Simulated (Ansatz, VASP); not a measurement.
LiRh12: VASP beside Ansatz

```
Rh Li
1.0
     0.00000    5.69355    5.69355
     3.79570    0.00000    3.79570
     3.79570    3.79570    0.00000
Rh Li
12 1
Direct
  0.00000 0.00000 0.00000
  0.00000 0.00000 0.50000
  0.00000 0.50000 0.00000
  0.00000 0.50000 0.50000
  0.33333 0.00000 0.00000
  0.33333 0.00000 0.50000
  0.33333 0.50000 0.00000
  0.33333 0.50000 0.50000
  0.66667 0.00000 0.00000
  0.66667 0.00000 0.50000
  0.66667 0.50000 0.00000
  0.66667 0.50000 0.50000
  0.16667 0.25000 0.25000
```

Alike in both runs: task single point; functional PBE; k mesh 2 × 3 × 3; occupations fermi-dirac, width 0.05 eV; no spin polarisation.

```csv
,VASP,Ansatz
version,VASP 6.6.1,Ansatz 0.2.0
potentials or method,"VASP PAW PBE potentials, release 64 (Rh_pv, Li_sv)","plane waves, PAW"
plane-wave cutoff (eV),650,420
valence electrons in the cell,183,207
```

VASP gave:

| Property | Result |
| --- | --- |
| gap on the k mesh at the Fermi level (eV) | none |
| rms of the force components (eV/Å) | 1.728 |

Estimate Ansatz's values.

gap on the k mesh at the Fermi level (eV): none; rms of the force components (eV/Å): 1.698.

Atom by atom the forces differ by 0.030 eV/Å (rms over components). A gap of «none» marks a metal or a gap that the smearing closes. VASP's potentials hold 183 valence electrons a cell and Ansatz's 207, so a difference there can come from the potentials and not from the codes.

The k mesh is coarse, so the values compare programs but aren't converged.
